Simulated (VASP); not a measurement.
Crystal: Pr.

```
Pr
1.0
     3.66900    0.00000    0.00000
    -1.83450    3.17745    0.00000
     0.00000    0.00000    5.92000
Pr
2
Direct
  0.66667 0.33333 0.75000
  0.33333 0.66667 0.25000
```

Base run:

* Program: VASP 6.6.1
* Functional: PBE
* Potentials or basis: VASP PAW PBE potentials, release 64 (Pr)
* Cutoff: 520 eV
* k mesh: 8 × 8 × 5
* Occupations: fermi-dirac, width 0.05 eV
* Spin: no spin polarisation

Its results: pressure -6.1 GPa.

Question: The run is repeated on the same cell with these changes: spin from no spin polarisation to collinear spin, ferromagnetic start; further incar settings from ALGO = Normal; EDIFF = 1e-06; NBANDS = 20 to ALGO = Normal; EDIFF = 1e-06; NBANDS = 24. What comes out?

Answer: Pressure -1.0 GPa; net moment 5.74 μB per cell; site moments Pr +2.26 μB.

Caveats: the magnetic or orbital state may not be the lowest (some runs).
